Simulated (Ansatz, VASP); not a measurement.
**Two plane-wave programs on BN**

Contents of INCAR:

```
SYSTEM = BN
PREC     = Accurate       ! precision mode
ENCUT    = 520            ! plane-wave cutoff, eV
EDIFF    = 1E-7           ! SCF threshold, eV
ISMEAR   = 0              ! smearing method
SIGMA    = 0.02           ! smearing width, eV
LREAL    = .FALSE.        ! projectors in reciprocal space
LASPH    = .TRUE.         ! aspherical terms in the spheres
NELM     = 80             ! most SCF steps
ALGO     = Normal         ! electronic algorithm
ISIF     = 2              ! what is computed and relaxed
LWAVE    = .FALSE.        ! write WAVECAR
LCHARG   = .FALSE.        ! write CHGCAR
GGA      = PE             ! functional
NBANDS   = 11             ! bands
```

The input KPOINTS:

```
Automatic mesh
0
G
  12 12 12
  0 0 0
```

File POSCAR:

```
BN
1.0
    0.0000000000      3.4953158300      2.1660912400
    1.2516321000      0.0000000000      2.1660912400
    1.2516321000      3.4953158300      0.0000000000
B N
1 1
Direct
    0.0000486500      0.0000486500      0.9999513500
    0.6666513400      0.6666513400      0.3333486600
```

Input for Ansatz:

```yaml
crystal:
  lattice:
    - [0.0, 3.49531583, 2.16609124]
    - [1.2516321, 0.0, 2.16609124]
    - [1.2516321, 3.49531583, 0.0]
  atoms:
    - { symbol: B, position: [4.865e-05, 4.865e-05, 0.99995135] }
    - { symbol: "N", position: [0.66665134, 0.66665134, 0.33334866] }
basis: {}
kpoints:
  mp_grid: { grid: [12, 12, 12] }
hamiltonian:
  xc: pbe
  pseudopotentials: { kind: paw, source: ansatz }
scf:
  occupations: { method: gaussian, width: 0.02 }
output:
  forces: true
  stress: true
  eigenvalues: true
```

Alike in both runs: task single point; functional PBE; k mesh 12 × 12 × 12; occupations gaussian, width 0.02 eV; no spin polarisation.

|  | VASP | Ansatz |
| --- | --- | --- |
| version | VASP 6.6.1 | Ansatz 0.2.0 |
| potentials or method | VASP PAW PBE potentials, release 64 (B, N) | scalar-relativistic, plane waves, PAW (harder set) |
| plane-wave cutoff (eV) | 520 | 870 |
| valence electrons in the cell | 8 | 8 |

```tsv
	VASP	Ansatz	Ansatz less VASP
gap on the k mesh at the Fermi level (eV)	3.84	3.85	+0.005
least direct gap on the mesh (eV)	4.55	4.56	+0.006
pressure (GPa)	3.3	3.3	-0.02
traceless stress, the component that is largest in VASP (GPa)	-1.70	-1.53	+0.168
rms of the force components (eV/Å)	0.006	0.006	-0.0001
```

Atom by atom the forces differ by 0.000 eV/Å (rms over components). The functional is the same, so the differences come from potentials, cutoffs and numerics.
